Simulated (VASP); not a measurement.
# PtSe2 (P-3m1) in VASP: a series of runs, part 2 of 2

VASP 6.6.1.

### 3 Single point, r2SCAN

This run uses another cell than the first one, of 18.75 Å³/atom.

POSCAR

```
PtSe2
1.0
    3.6284703886      0.0000000000      0.0000000000
   -1.8142351943      3.1423479196      0.0000000000
    0.0000000000      0.0000000000      4.9321474509
Pt Se
1 2
Direct
    0.0000000000      0.0000000000      0.0000000000
    0.3333333333      0.6666666667      0.2500000000
    0.6666666667      0.3333333333      0.7500000000
```

INCAR.step1

```
SYSTEM = PtSe2
ALGO     = Normal         ! electronic algorithm
EDIFF    = 1E-4           ! SCF threshold, eV
ENCUT    = 520            ! plane-wave cutoff, eV
GGA      = PE             ! functional
ISMEAR   = -1             ! smearing method
LASPH    = .True.         ! aspherical terms in the spheres
LCHARG   = .False.        ! write CHGCAR
LREAL    = .False.        ! projectors in reciprocal space
LWAVE    = .True.         ! write WAVECAR
NBANDS   = 18             ! bands
NELM     = 80             ! most SCF steps
PREC     = Accurate       ! precision mode
SIGMA    = 0.1            ! smearing width, eV
```

INCAR.step2

```
SYSTEM = PtSe2
ALGO     = Normal         ! electronic algorithm
EDIFF    = 1E-7           ! SCF threshold, eV
ENCUT    = 520            ! plane-wave cutoff, eV
ISIF     = 2              ! what is computed and relaxed
ISMEAR   = -1             ! smearing method
ISTART   = 1            
LASPH    = .True.         ! aspherical terms in the spheres
LCHARG   = .True.         ! write CHGCAR
LELF     = .True.         ! ELF
LMIXTAU  = .True.       
LREAL    = .False.        ! projectors in reciprocal space
LVHAR    = .True.       
LWAVE    = .False.        ! write WAVECAR
METAGGA  = R2SCAN         ! meta-GGA
NBANDS   = 18             ! bands
NELM     = 80             ! most SCF steps
PREC     = Accurate       ! precision mode
SIGMA    = 0.1            ! smearing width, eV
```

KPOINTS

```
k-points
0
Gamma
  9 9 6
  0 0 0
```

Potentials or basis: VASP PAW PBE potentials, release 64 (Pt, Se).

Command:

```bash
$ cat potpaw_PBE.64/Pt/POTCAR potpaw_PBE.64/Se/POTCAR > POTCAR
$ cp INCAR.step1 INCAR
$ mpirun -np 1 vasp_std > vasp.out
$ cp INCAR.step2 INCAR
$ mpirun -np 1 vasp_std > vasp.out
```

Wall time 7.1 min (1 thread of Intel Xeon 8259CL, shared host); peak memory 0.22 GiB.

The run converged. Its results:

- Free energy: -81.1066 eV
- Pressure: 18.7 GPa
- Largest force: 1.523 eV/Å
- Band gap on the k mesh: zero (bands 11 and 12 overlap by 0.26 eV)

Forces on the atoms (eV/Å):
```
Pt   0.000  0.000  0.000
Se   0.000  0.000  1.523
Se   0.000  0.000 -1.523
```

Stress tensor (GPa, compression positive):
```
20.38  0.00  0.00
 0.00 20.38  0.00
 0.00  0.00 15.46
```

Levels at points of the mesh, in eV from the Fermi level:
| k point | band 7 | band 8 | band 9 | band 10 | band 11 | band 12 | band 13 | band 14 | band 15 | band 16 |
| --- | --- | --- | --- | --- | --- | --- | --- | --- | --- | --- |
| (0.00, 0.00, 0.00) | -4.84 | -3.08 | -1.36 | -1.36 | 0.33 | 1.59 | 1.59 | 3.78 | 5.34 | 7.60 |
| (0.00, 0.00, 0.50) | -4.88 | -3.42 | -1.85 | -1.85 | -1.76 | 2.62 | 2.62 | 5.10 | 7.05 | 7.05 |

Caveat: the cell stands under pressure; the PAW data sets were made with another functional, which shifts forces and pressure a little; spin-orbit coupling is left out, which moves the levels of the heavy elements.

### 4 Single point, r2SCAN

This run uses another cell than the first one, of 19.25 Å³/atom.

POSCAR

```
PtSe2
1.0
    3.6608691600      0.0000000000      0.0000000000
   -1.8304345800      3.1704060820      0.0000000000
    0.0000000000      0.0000000000      4.9761868120
Pt Se
1 2
Direct
    0.0000000000      0.0000000000      0.0000000000
    0.3333333333      0.6666666667      0.2500000000
    0.6666666667      0.3333333333      0.7500000000
```

INCAR.step1

```
  PREC = Accurate
  ENCUT = 520
  ISMEAR = -1
  SIGMA = 0.1
  LREAL = F
  LASPH = T
  NELM = 60
  NBANDS = 18
  GGA = PE
  ALGO = Normal
  EDIFF = 1E-4
  LWAVE = T
  LCHARG = F
```

INCAR.step2

```
  PREC = Accurate
  ENCUT = 520
  EDIFF = 1E-6
  ISMEAR = -1
  SIGMA = 0.1
  LREAL = F
  LASPH = T
  NELM = 60
  ALGO = Normal
  ISIF = 2
  LWAVE = F
  LCHARG = F
  METAGGA = R2SCAN
  LMIXTAU = T
  NBANDS = 18
  ISTART = 1
```

KPOINTS

```
regular mesh
0
Gamma
  9 9 6
```

Command:

```bash
$ cat potpaw_PBE.64/Pt/POTCAR potpaw_PBE.64/Se/POTCAR > POTCAR
$ cp INCAR.step1 INCAR
$ mpirun -np 1 vasp_std > vasp.out
$ cp INCAR.step2 INCAR
$ mpirun -np 1 vasp_std > vasp.out
```

Run time: 6.3 min. Hardware: 1 thread of Intel Xeon 8259CL, shared host; peak memory 0.22 GiB.

The run converged. Its results:

- Free energy: -81.2592 eV
- Pressure: 13.5 GPa
- Largest force: 1.102 eV/Å
- Band gap on the k mesh: zero (bands 11 and 12 overlap by 0.26 eV)

Forces on the atoms (eV/Å):
```
Pt   0.000  0.000  0.000
Se   0.000  0.000  1.102
Se   0.000  0.000 -1.102
```

Stress tensor (GPa, compression positive):
```
14.53  0.00  0.00
 0.00 14.53  0.00
 0.00  0.00 11.44
```

Levels at points of the mesh, in eV from the Fermi level:
```csv
k point,band 7,band 8,band 9,band 10,band 11,band 12,band 13,band 14,band 15,band 16
"(0.00, 0.00, 0.00)",-4.65,-2.97,-1.31,-1.31,0.34,1.56,1.56,3.85,5.13,7.63
"(0.00, 0.00, 0.50)",-4.68,-3.30,-1.78,-1.78,-1.77,2.53,2.53,5.15,7.07,7.07
```

Caveat: the cell stands under pressure; the PAW data sets were made with another functional, which shifts forces and pressure a little; spin-orbit coupling is left out, which moves the levels of the heavy elements.

### 5 Single point, r2SCAN

This run uses another cell than the first one, of 19.76 Å³/atom.

POSCAR

```
PtSe2
1.0
    3.6927044028      0.0000000000      0.0000000000
   -1.8463522014      3.1979762144      0.0000000000
    0.0000000000      0.0000000000      5.0194601737
Pt Se
1 2
Direct
    0.0000000000      0.0000000000      0.0000000000
    0.3333333333      0.6666666667      0.2500000000
    0.6666666667      0.3333333333      0.7500000000
```

INCAR.step1

```
  ALGO = Normal
  EDIFF = 1E-4
  ENCUT = 520
  GGA = PE
  ISMEAR = -1
  LASPH = T
  LCHARG = F
  LREAL = F
  LWAVE = T
  NBANDS = 18
  NELM = 80
  PREC = Accurate
  SIGMA = 0.1
```

INCAR.step2

```
  ALGO = Normal
  EDIFF = 1E-6
  ENCUT = 520
  ISIF = 2
  ISMEAR = -1
  ISTART = 1
  LASPH = T
  LCHARG = F
  LMIXTAU = T
  LREAL = F
  LWAVE = F
  METAGGA = R2SCAN
  NBANDS = 18
  NELM = 80
  PREC = Accurate
  SIGMA = 0.1
```

KPOINTS

```
k-points
0
Gamma
  9 9 6
```

Potentials or basis: VASP PAW PBE potentials, release 64 (Pt, Se).

Command:

```bash
$ cat potpaw_PBE.64/Pt/POTCAR potpaw_PBE.64/Se/POTCAR > POTCAR
$ cp INCAR.step1 INCAR
$ mpirun -np 1 vasp_std > vasp.out
$ cp INCAR.step2 INCAR
$ mpirun -np 1 vasp_std > vasp.out
```

OUTCAR:

```text
EDIFF = 1E-6
   ENCUT = 520
   ISIF = 2
   ISMEAR = -1
   ISTART = 1
   LASPH = T
   LREAL = F
   METAGGA = R2SCAN
   NELM = 80
   PREC = Accurate

 ion  position               nearest neighbor table
   1  0.000  0.000  0.000-   2 2.47   3 2.47   3 2.47   2 2.47   3 2.47   2 2.47
   2  0.333  0.667  0.250-   1 2.47   1 2.47   1 2.47
   3  0.667  0.333  0.750-   1 2.47   1 2.47   1 2.47

  LATTYP: Found a hexagonal cell.
[... 698 lines left out ...]

  FORCE on cell =-STRESS in cart. coord.  units (eV):
  Direction    XX          YY          ZZ          XY          YZ          ZX
  --------------------------------------------------------------------------------------
  -------------------------------------------------------------------------------------
  Total        3.4980017      3.4980025      2.9395225      0.0000000      0.0000000      0.0000000
  in kB       94.5483186     94.5483418     79.4530520      0.0000000      0.0000000      0.0000000
  external PRESSURE =      89.5165708 kB  Pullay stress =       0.0000000 kB

 VOLUME and BASIS-vectors are now :
 -----------------------------------------------------------------------------
  energy-cutoff  :      520.00
  volume of cell :       59.28
      direct lattice vectors                 reciprocal lattice vectors
     3.692704403  0.000000000  0.000000000     0.270804237  0.156348880  0.000000000
    -1.846352201  3.197976214  0.000000000     0.000000000  0.312697760  0.000000000
     0.000000000  0.000000000  5.019460174     0.000000000  0.000000000  0.199224611

 POSITION                                       TOTAL-FORCE (eV/Angst)
 -----------------------------------------------------------------------------------
      0.00000      0.00000      0.00000         0.000000      0.000000      0.000000
     -0.00000      2.13198      1.25487        -0.000000      0.000000      0.726076
      1.84635      1.06599      3.76460         0.000000     -0.000000     -0.726076
 -----------------------------------------------------------------------------------
    total drift:                               -0.000000     -0.000000     -0.000000

  FREE ENERGIE OF THE ION-ELECTRON SYSTEM (eV)
  ---------------------------------------------------
  free  energy   TOTEN  =       -81.3654589440 eV

  energy  without entropy=      -81.3497082283  energy(sigma->0) =      -81.35758359
```

OSZICAR.step1:

```text
N       E                     dE             d eps       ncg     rms          rms(c)
DAV:   1     0.111537218334E+03    0.11154E+03   -0.10098E+04  2240   0.108E+03
DAV:   2    -0.982055682556E+01   -0.12136E+03   -0.11761E+03  2736   0.214E+02
DAV:   3    -0.148580036090E+02   -0.50374E+01   -0.49991E+01  2656   0.433E+01
DAV:   4    -0.148963683317E+02   -0.38365E-01   -0.38351E-01  2710   0.413E+00
DAV:   5    -0.148967644064E+02   -0.39607E-03   -0.39606E-03  2760   0.408E-01    0.138E+01
DAV:   6    -0.143035991058E+02    0.59317E+00   -0.39347E+00  2336   0.184E+01    0.830E+00
DAV:   7    -0.141291710240E+02    0.17443E+00   -0.75795E-01  2302   0.862E+00    0.422E+00
DAV:   8    -0.141097788690E+02    0.19392E-01   -0.42775E-02  2466   0.162E+00    0.796E-01
DAV:   9    -0.141079241409E+02    0.18547E-02   -0.65907E-03  2532   0.774E-01    0.159E-01
DAV:  10    -0.141081236620E+02   -0.19952E-03   -0.92602E-04  2614   0.205E-01    0.483E-02
DAV:  11    -0.141081248590E+02   -0.11970E-05   -0.43167E-05  1308   0.622E-02
   1 F= -.14108125E+02 E0= -.14097790E+02  d E =-.206704E-01
```

Run time: 5.5 min. Hardware: 1 thread of Intel Xeon 8259CL, shared host; peak memory 0.22 GiB.

What came out:

```yaml
Free_energy: -81.3655 eV
Pressure: 9.0 GPa
Largest_force: 0.726 eV/Å
Band_gap_on_the_k_mesh: zero (bands 11 and 12 overlap by 0.26 eV)
```

Forces in eV/Å, atoms in the order of the input:
```
Pt   0.000  0.000  0.000
Se   0.000  0.000  0.726
Se   0.000  0.000 -0.726
```

Caveat: the cell stands under pressure; the PAW data sets were made with another functional, which shifts forces and pressure a little; spin-orbit coupling is left out, which moves the levels of the heavy elements.

### 6 Overview

| cell | gap on the mesh (eV) | pressure (GPa) | largest force (eV/Å) |
| --- | --- | --- | --- |
| a = 3.595, b = 3.595, c = 4.887 Å, angles 90.0, 90.0, 120.0°, 3 atoms | none | 24.8 | 1.99 |
| a = 3.628, b = 3.628, c = 4.932 Å, angles 90.0, 90.0, 120.0°, 3 atoms | none | 18.7 | 1.52 |
| a = 3.661, b = 3.661, c = 4.976 Å, angles 90.0, 90.0, 120.0°, 3 atoms | none | 13.5 | 1.10 |
| a = 3.693, b = 3.693, c = 5.019 Å, angles 90.0, 90.0, 120.0°, 3 atoms | none | 9.0 | 0.73 |

Alike in all rows: task single point; level r2SCAN; potentials or basis VASP PAW PBE potentials, release 64 (Pt, Se); no spin polarisation; k mesh 9 × 9 × 6; cutoff (eV) 520; smearing fermi-dirac 0.1 eV.

Caveats: the PAW data sets were made with another functional, which shifts forces and pressure a little; spin-orbit coupling is left out, which moves the levels of the heavy elements; the cell stands under pressure (at least some runs); the stress differs along the axes, from 20 to 27 GPa (at least some runs).

Absolute energies hang on the potentials; compare differences alone.
